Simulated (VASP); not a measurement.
Set up this calculation in VASP 6.6.1, as the native input.

```yaml
Task: single point
Functional: LDA
Potentials_or_basis: VASP PAW LDA potentials, release 64 (Cd, Au)
Cutoff: 520 eV
k_mesh: 16 × 16 × 10
Occupations: fermi-dirac, width 0.05 eV
Spin: no spin polarisation
Dipole_correction: no
Further_INCAR_settings: ALGO = Normal; EDIFF = 1e-07; NBANDS = 18
```

The structure of CdAu lies in POSCAR:

```
CdAu
1.0
    3.0178677101      0.0000000000      0.0000000000
   -1.5089338550      2.6135501022      0.0000000000
    0.0000000000      0.0000000000      4.4933879013
Cd Au
1 1
Direct
    0.0000000000      0.0000000000      0.0000000000
    0.3333333333      0.6666666667      0.5000000000
```

One way to write it, as run:

INCAR

```
SYSTEM = CdAu
  PREC = Accurate
  ENCUT = 520
  EDIFF = 1E-7
  ISMEAR = -1
  SIGMA = 0.05
  LREAL = .False.
  LASPH = .True.
  NELM = 80
  ALGO = Normal
  ISIF = 2
  LWAVE = .False.
  LCHARG = .False.
  GGA = CA
  NBANDS = 18
```

KPOINTS

```
regular mesh
0
Gamma
  16 16 10
  0 0 0
```

Potentials or basis: VASP PAW LDA potentials, release 64 (Cd, Au).

The run is started by

```bash
$ cat potpaw_LDA.64/Cd/POTCAR potpaw_LDA.64/Au/POTCAR > POTCAR
$ mpirun -np 1 vasp_std > vasp.out
```

Results of the run:

```yaml
Pressure: 1.0 GPa
```

It took 44 s on 1 thread of Intel(R) Xeon(R) Platinum 8488C (Sapphire Rapids), with other jobs on the host, peak memory 0.24 GiB.
